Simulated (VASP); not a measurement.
## TePb: single point with PBE

Crystal: TePb.

```
Te Pb
1.0
     0.00000    3.22700    3.22700
     3.22700    0.00000    3.22700
     3.22700    3.22700    0.00000
Te Pb
1 1
Direct
  0.48357 0.50000 0.50000
  0.00000 0.00000 0.00000
```

This cell differs from its parent crystal: all Te atoms moved +0.075 Å, as atom 1 towards its neighbour atom 1 (Te) at 4.564 Å.

- Program: VASP 6.6.1
- Task: single point
- Functional: PBE
- Potentials or basis: VASP PAW PBE potentials, release 64 (Te, Pb_d)
- Cutoff: 520 eV
- k mesh: 8 × 8 × 8
- Occupations: gaussian, width 0.05 eV
- Spin: no spin polarisation

| Item | Value |
| --- | --- |
| Pressure | 2.3 GPa |
| Largest force | 0.055 eV/Å |
| Band gap on the k mesh | 0.74 eV, direct |

Forces in eV/Å, atoms in the order of the input:
```
Te   0.000  0.039  0.039
Pb   0.000 -0.039 -0.039
```

Stress tensor (GPa, compression positive):
```
2.25 0.00 0.00
0.00 2.36 0.02
0.00 0.02 2.36
```

Levels at points of the mesh, in eV from the valence-band top:
```csv
k point,band 8,band 9,band 10,band 11,band 12,band 13
"(0.00, 0.00, 0.00)",-1.37,-1.36,-1.36,4.05,4.05,4.09
"(0.50, 0.00, 0.00)",-0.92,-0.91,-0.03,0.76,1.26,1.29
"(0.00, 0.50, 0.00)",-0.92,-0.92,0.00,0.74,1.28,1.29
"(0.50, 0.50, 0.00)",-4.52,-2.82,-2.82,3.26,5.50,5.51
"(0.00, 0.50, 0.50)",-4.53,-2.83,-2.81,3.24,5.50,5.53
```

It took 42 s on 1 thread of Intel(R) Xeon(R) Platinum 8559C (Emerald Rapids), on a shared host, peak memory 0.27 GiB.

Caveat: the cell differs from its parent crystal (all Te atoms moved +0.075 Å, as atom 1 towards its neighbour atom 1 (Te) at 4.564 Å); spin-orbit coupling is left out, which moves the levels of the heavy elements. A k mesh can miss the band edges.
